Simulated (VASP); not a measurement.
# Ba3Rh: single point with PBE

The system is Ba3Rh.

```
CELL_PARAMETERS angstrom
4.97269 0.00000 0.00000
0.00000 4.97269 0.00000
0.00000 0.00000 4.97269
ATOMIC_POSITIONS crystal
Ba 0.00000 0.50000 0.50000
Ba 0.50000 0.00000 0.50000
Ba 0.50000 0.50000 0.00000
Rh 0.00000 0.00000 0.00000
```

```
Program             : VASP 6.6.1
Task                : single point
Functional          : PBE
Potentials or basis : VASP PAW PBE potentials, release 64 (Ba_sv, Rh_pv)
Cutoff              : 520 eV
k mesh              : 4 × 4 × 4
Occupations         : gaussian, width 0.1 eV
Spin                : no spin polarisation
```

* Pressure: 6.4 GPa
* Band gap on the k mesh: zero (an odd number of electrons rules out a gap without spin polarisation)

Levels at points of the mesh, in eV from the Fermi level:
| k point | band 18 | band 19 | band 20 | band 21 | band 22 | band 23 | band 24 | band 25 | band 26 | band 27 |
| --- | --- | --- | --- | --- | --- | --- | --- | --- | --- | --- |
| (0.00, 0.00, 0.00) | -2.58 | -2.58 | -2.28 | -2.28 | -2.28 | 0.23 | 0.23 | 0.23 | 1.14 | 1.14 |
| (0.50, 0.00, 0.00) | -1.81 | -1.58 | -1.42 | -1.42 | -1.08 | -0.77 | -0.21 | 0.54 | 0.54 | 2.43 |
| (0.50, 0.50, 0.00) | -1.44 | -1.44 | -1.30 | -1.28 | -0.35 | 0.12 | 0.12 | 0.58 | 0.58 | 1.24 |
| (0.50, 0.50, 0.50) | -2.16 | -2.16 | -1.46 | -1.46 | 0.03 | 0.03 | 0.03 | 1.99 | 1.99 | 1.99 |

It took 23 s on 1 thread of Intel(R) Xeon(R) 6975P-C (Granite Rapids) (shared host), peak memory 0.25 GiB.

Caveat: the cell stands under pressure; spin-orbit coupling is left out, which moves the levels of the heavy elements.
